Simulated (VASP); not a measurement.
# AlN (P6_3mc) in VASP: relaxation of cell and atoms with r2SCAN

Aim: the relaxation of cell and atoms of AlN with r2SCAN.

Everything below comes from runs of VASP 6.6.1. Logs are shortened: lines on timing, memory, paths and dates and some standing lists are left out, and cuts for length are marked.

### 1 The cell of the first run

The structure is hexagonal, space group P6_3mc (No. 186). The conventional cell has a = 3.136 Å, b = 3.136 Å, c = 5.026 Å, α = 90.00°, β = 90.00°, γ = 120.00°. Within 2.5 Å of Al (site symmetry 3m) lie 4 N at 1.91 to 1.92 Å. Within 2.5 Å of N (site symmetry 3m) lie 4 Al at 1.91 to 1.92 Å.

### 2 Relaxation of cell and atoms, r2SCAN, target pressure -3 GPa, at which the enthalpy is minimised

File POSCAR:

```
AlN
1.0
    3.1361733643      0.0000000000      0.0000000000
   -1.5680866821      2.7160058041      0.0000000000
    0.0000000000      0.0000000000      5.0258105930
Al N
2 2
Direct
    0.6666666667      0.3333333333      0.4992049919
    0.3333333333      0.6666666667      0.9992049919
    0.6666666667      0.3333333333      0.8807950081
    0.3333333333      0.6666666667      0.3807950081
```

File INCAR.step1:

```
ALGO = Normal
EDIFF = 1E-4
ENCUT = 600
GGA = PE
ISMEAR = 0
LASPH = T
LCHARG = F
LREAL = F
LWAVE = T
NELM = 60
PREC = Accurate
SIGMA = 0.02
```

File INCAR.step2:

```
ALGO = Normal
EDIFF = 1E-6
EDIFFG = -0.008
ENCUT = 600
IBRION = 2
ISIF = 3
ISMEAR = 0
ISTART = 1
LASPH = T
LCHARG = F
LMIXTAU = T
LREAL = F
LWAVE = F
METAGGA = R2SCAN
NELM = 60
NSW = 70
PREC = Accurate
PSTRESS = -30.0
SIGMA = 0.02
```

File KPOINTS:

```
k-points
0
Gamma
  12 12 6
```

Potentials or basis: VASP PAW PBE potentials, release 64 (Al, N).

Started as:

```
> cat potpaw_PBE.64/Al/POTCAR potpaw_PBE.64/N/POTCAR > POTCAR
> cp INCAR.step1 INCAR
> mpirun -np 1 vasp_std > vasp.out
> cp INCAR.step2 INCAR
> mpirun -np 1 vasp_std > vasp.out
```

OUTCAR:

```text
EDIFF = 1E-6
   EDIFFG = -0.008
   ENCUT = 600
   IBRION = 2
   ISIF = 3
   ISMEAR = 0
   ISTART = 1
   LASPH = T
   LREAL = F
   METAGGA = R2SCAN
   NELM = 60
   NSW = 70
   PREC = Accurate
   PSTRESS = -30.0

 ion  position               nearest neighbor table
   1  0.667  0.333  0.499-   4 1.91   4 1.91   4 1.91   3 1.92   2 3.10   2 3.10   2 3.10   2 3.10
                             2 3.10   2 3.10
   2  0.333  0.667  0.999-   3 1.91   3 1.91   3 1.91   4 1.92   1 3.10   1 3.10   1 3.10   1 3.10
                             1 3.10   1 3.10
   3  0.667  0.333  0.881-   2 1.91   2 1.91   2 1.91   1 1.92
   4  0.333  0.667  0.381-   1 1.91   1 1.91   1 1.91   2 1.92

  LATTYP: Found a hexagonal cell.
 ALAT       =     3.1361733643
 C/A-ratio  =     1.6025295828

  Lattice vectors:

 A1 = (   3.1361733643,   0.0000000000,   0.0000000000)
 A2 = (  -1.5680866821,   2.7160058041,   0.0000000000)
 A3 = (   0.0000000000,   0.0000000000,   5.0258105930)

Analysis of symmetry for initial positions (statically):
=====================================================================
 Subroutine PRICEL returns:
 Original cell was already a primitive cell.

 Routine SETGRP: Setting up the symmetry group for a
 hexagonal supercell.

 Subroutine GETGRP returns: Found 12 space group operations
 (whereof  6 operations were pure point group operations)
 out of a pool of 24 trial point group operations.

The static configuration has the point symmetry C_3v.
 The point group associated with its full space group is C_6v.

Analysis of symmetry for dynamics (positions and initial velocities):
=====================================================================
 Subroutine PRICEL returns:
 Original cell was already a primitive cell.

 Routine SETGRP: Setting up the symmetry group for a
 hexagonal supercell.

 Subroutine GETGRP returns: Found 12 space group operations
 (whereof  6 operations were pure point group operations)
 out of a pool of 24 trial point group operations.

The dynamic configuration has the point symmetry C_3v.
 The point group associated with its full space group is C_6v.

 Subroutine INISYM returns: Found 12 space group operations
 (whereof  6 operations are pure point group operations),
 and found     1 'primitive' translations

----------------------------------------------------------------------------------------

                                     Primitive cell

  volume of cell :      42.8092
[... 106 lines left out ...]
   EMIN   =  10.00;   EMAX   =-10.00  energy-range for DOS
   EFERMI =   0.00;   METHOD = LEGACY
   ISMEAR =     0;   SIGMA  =   0.02  broadening in eV -4-tet -1-fermi 0-gaus
   EFERMI_NEDOS =   21; number of points for ismear=-14 and -15
   IALGO  =     38    algorithm
   IMIX   =      4    mixing-type and parameters
     AMIX     =   0.40;   BMIX     =  1.00
     AMIX_MAG =   1.60;   BMIX_MAG =  1.00
  volume/ion in A,a.u.               =      10.70        72.22
  Fermi-wavevector in a.u.,A,eV,Ry     =   1.179241  2.228442 18.920386  1.390609
  Thomas-Fermi vector in A             =   2.315555
   LORBIT       =      0    0 simple, 1 ext, 2 COOP (PROOUT), +10 PAW based schemes
   METAGGA = R2SCAN    functional components
   LHFCALC =     F    Hartree Fock is set to
   AEXX    =    0.0000 exact exchange contribution
   IVDW    =     0    specifies the selected vdW correction
   LEPSILON=     F    determine dielectric tensor
   LRPA    =     F    only Hartree local field effects (RPA)
 conjugate gradient relaxation of ions
 non-spin polarized calculation
 Gauss-broadening in eV      SIGMA  =   0.02
  energy-cutoff  :      600.00
  volume of cell :       42.81
 maximum number of plane-waves:      1448
 NGX is ok and might be reduce to    28
   NGX = 13   NGY = 13   NGZ = 21

--------------------------------------- Ionic step        1  -------------------------------------------

 number of electron      15.9999999 magnetization

 Free energy of the ion-electron system (eV)
  ---------------------------------------------------
  ext. energy  EPLUGINS =         0.00000000
  ---------------------------------------------------
  free energy    TOTEN  =       -38.43244326 eV

  energy without entropy =      -38.43244326  energy(sigma->0) =      -38.43244326

------------------------ aborting loop because EDIFF is reached ----------------------------------------

  FORCE on cell =-STRESS in cart. coord.  units (eV):
  Direction    XX          YY          ZZ          XY          YZ          ZX
  --------------------------------------------------------------------------------------
  -------------------------------------------------------------------------------------
  Total       -1.6365275     -1.6365275     -1.5233845     -0.0000000      0.0000000      0.0000000
  in kB      -61.2487203    -61.2487203    -57.0142280     -0.0000000      0.0000000      0.0000000
  external PRESSURE =     -29.8372229 kB  Pullay stress =     -30.0000000 kB
[... 67 lines left out ...]
--------------------------------------- Ionic step        3  -------------------------------------------

 number of electron      15.9999999 magnetization

 Free energy of the ion-electron system (eV)
  ---------------------------------------------------
  ext. energy  EPLUGINS =         0.00000000
  ---------------------------------------------------
  free energy    TOTEN  =       -38.45057398 eV

  energy without entropy =      -38.45057398  energy(sigma->0) =      -38.45057398

 E-fermi :   5.8763     XC(G=0): -11.3566

 val. band max:        5.7883057821   @ k =   0.0000   0.0000   0.0000
 cond. band min:      10.5893582895   @ k =   0.0000   0.0000   0.0000
 fundamental gap:      4.8010525075
 Fermi energy:         5.8762526010

 k-point     1 :       0.0000    0.0000    0.0000
  band No.  band energies     occupation
      1     -10.1086      2.00000
      2      -8.0304      2.00000
      3      -0.2191      2.00000
      4       4.9179      2.00000
      5       4.9179      2.00000
      6       5.5734      2.00000
      7       5.5734      2.00000
      8       5.7883      2.00000
      9      10.5894      0.00000
     10      13.2181      0.00000
     11      17.2876      0.00000
     12      17.7448      0.00000
[... 331 lines left out ...]
 k-point    24 :       0.3333    0.0000    0.1667
  band No.  band energies     occupation
      1      -8.8089      2.00000
      2      -7.6295      2.00000
      3       0.8721      2.00000
      4       1.8353      2.00000
      5       2.4425      2.00000
      6       3.9999      2.00000
      7       4.9947      2.00000
      8       5.1250      2.00000
      9      12.3038      0.00000
     10      13.1427      0.00000
     11      15.0420      0.00000
     12      16.8187      0.00000

 [... further k-points ...]
[... 5 lines left out ...]
  --------------------------------------------------------------------------------------
  -------------------------------------------------------------------------------------
  Total       -0.7976887     -0.7976887     -0.8029730     -0.0000000      0.0000000      0.0000000
  in kB      -30.3089227    -30.3089227    -30.5097059     -0.0000000      0.0000000      0.0000000
  external PRESSURE =      -0.3758504 kB  Pullay stress =     -30.0000000 kB
[... 23 lines left out ...]
  energy  without entropy=      -38.4505739764  energy(sigma->0) =      -38.45057398

  enthalpy is  TOTEN    =       -39.2401322450 eV   P V=       -0.7895582686

 reached required accuracy - stopping structural energy minimisation
```

OSZICAR.step1:

```text
N       E                     dE             d eps       ncg     rms          rms(c)
DAV:   1     0.602942032738E+02    0.60294E+02   -0.82433E+03  1824   0.134E+03
DAV:   2    -0.296260270682E+02   -0.89920E+02   -0.82151E+02  2672   0.242E+02
DAV:   3    -0.343945722802E+02   -0.47685E+01   -0.47465E+01  2388   0.612E+01
DAV:   4    -0.344391571794E+02   -0.44585E-01   -0.44560E-01  2184   0.673E+00
DAV:   5    -0.344398133184E+02   -0.65614E-03   -0.65610E-03  2300   0.817E-01    0.120E+01
DAV:   6    -0.297722111144E+02    0.46676E+01   -0.17033E+01  2240   0.330E+01    0.414E+00
DAV:   7    -0.297941101055E+02   -0.21899E-01   -0.64517E-01  2036   0.672E+00    0.284E+00
DAV:   8    -0.297868706224E+02    0.72395E-02   -0.78570E-02  2112   0.316E+00    0.496E-01
DAV:   9    -0.297820520911E+02    0.48185E-02   -0.19467E-02  2320   0.104E+00    0.246E-01
DAV:  10    -0.297826289710E+02   -0.57688E-03   -0.27057E-03  2192   0.415E-01    0.140E-01
DAV:  11    -0.297825275542E+02    0.10142E-03   -0.31579E-04  1748   0.145E-01    0.342E-02
DAV:  12    -0.297825299735E+02   -0.24193E-05   -0.93215E-06   948   0.351E-02
   1 F= -.29782530E+02 E0= -.29782530E+02  d E =-.749920E-12
```

It took 3.5 min on 1 thread of Intel Xeon 6975P-C (Granite Rapids), shared host; peak memory 0.21 GiB.

Results:

- Free energy: -38.4506 eV
- Relaxed volume: 10.54 Å³/atom
- Relaxed cell: a = 3.120 Å, b = 3.120 Å, c = 5.003 Å, α = 90.00°, β = 90.00°, γ = 120.00°
- Space group after relaxing (to 0.1 Å): P6_3mc (No. 186)
- Energy change on relaxing (the run minimises the enthalpy): -4.5 meV/atom
- Ionic steps: 3
- Pressure after relaxing: -3.0 GPa
- Largest force after relaxing: 0.005 eV/Å
- Band gap on the k mesh: 4.80 eV

Forces in eV/Å, atoms in the order of the input:
```
Al   0.000  0.000  0.005
Al   0.000  0.000  0.005
N    0.000  0.000 -0.005
N    0.000  0.000 -0.005
```

Step by step:
```tsv
step	energy change (eV)	largest force (eV/Å)	pressure (GPa)	volume (Å³)
1	0.0000	0.0084	-5.98	42.81
2	-0.0239	0.0021	-0.17	41.59
3	-0.0181	0.0050	-3.04	42.17
```

Final structure:
```
CELL_PARAMETERS angstrom
3.11967 0.00000 0.00000
-1.55983 2.70171 0.00000
0.00000 0.00000 5.00295
ATOMIC_POSITIONS crystal
Al 0.66667 0.33333 0.49925
Al 0.33333 0.66667 0.99925
N 0.66667 0.33333 0.88075
N 0.33333 0.66667 0.38075
```

Caveat: the cell is relaxed towards a set pressure, so the run minimises the enthalpy, not the energy; the PAW data sets were made with another functional, which shifts forces and pressure a little. A k mesh can miss the band edges.
